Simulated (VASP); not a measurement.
Sb, 1 atom in the cell. It takes space group Pm-3m (No. 221, cubic). Conventional cell: a = 3.139 Å, b = 3.139 Å, c = 3.139 Å, α = 90.00°, β = 90.00°, γ = 90.00°. Within 4.1 Å of Sb (site symmetry m-3m) lie 6 Sb at 3.14 Å. This isn't the form of Sb at room conditions, which is rhombohedral.

| Property | Result |
| --- | --- |
| Program | VASP 6.6.1 |
| Task | single point |
| Functional | r2SCAN0 |
| Potentials or basis | VASP PAW PBE potentials, release 64 (Sb) |
| Cutoff | 520 eV |
| k mesh | 4 × 4 × 4 |
| Occupations | fermi-dirac, width 0.05 eV |
| Spin | no spin polarisation |
| Dipole correction | no |
| Grid for exact exchange (PRECFOCK) | Normal |
| Further INCAR settings | ALGO = Normal; EDIFF = 1e-07; NBANDS = 8 |
| Share of exact exchange | 0.25 |

Potentials or basis: VASP PAW PBE potentials, release 64 (Sb).

Command:

```sh
$ cat potpaw_PBE.64/Sb/POTCAR > POTCAR
$ cp INCAR.step1 INCAR
$ mpirun -np 1 vasp_std > vasp.out
$ cp INCAR.step2 INCAR
$ mpirun -np 1 vasp_std > vasp.out
```

Hardware: 1 thread of Intel Xeon 8259CL (shared host).

How long does it take, and how much memory?

It took 2.8 min on 1 thread of Intel Xeon 8259CL, on a shared host, peak memory 0.15 GiB. Counts: k points 10.
